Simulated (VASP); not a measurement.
LiF:

```xyz
2
Lattice="0.0000 1.9849 2.0014 1.9849 0.0000 2.0014 1.9849 1.9849 0.0000" Properties=species:S:1:pos:R:3 pbc="T T T"
Li    0.0000    0.0000    0.0000
F     1.9849    1.9849    2.0014
```

This cell differs from its parent crystal: epitaxial xy strain -0.5%.

Program: VASP 6.6.1. Alike in all runs: task single point; potentials or basis VASP PAW PBE potentials, release 64 (Li_sv, F); no spin polarisation; cell as given; cutoff (eV) 520. Hardware: 1 thread of Intel Xeon 6975P-C, with other jobs on the host.

Task: Order these runs on this cell by their wall time, lowest first.
A. level PBE; k mesh 10 × 10 × 10; smearing fermi-dirac 0.02 eV
B. level PBE; k mesh 6 × 6 × 6; smearing gaussian 0.01 eV
C. level r2SCAN; k mesh 10 × 10 × 10; smearing gaussian 0.01 eV

Result: B (5.6 s), A (34 s), C (120 s).

Caveats: some runs use coarse meshes.
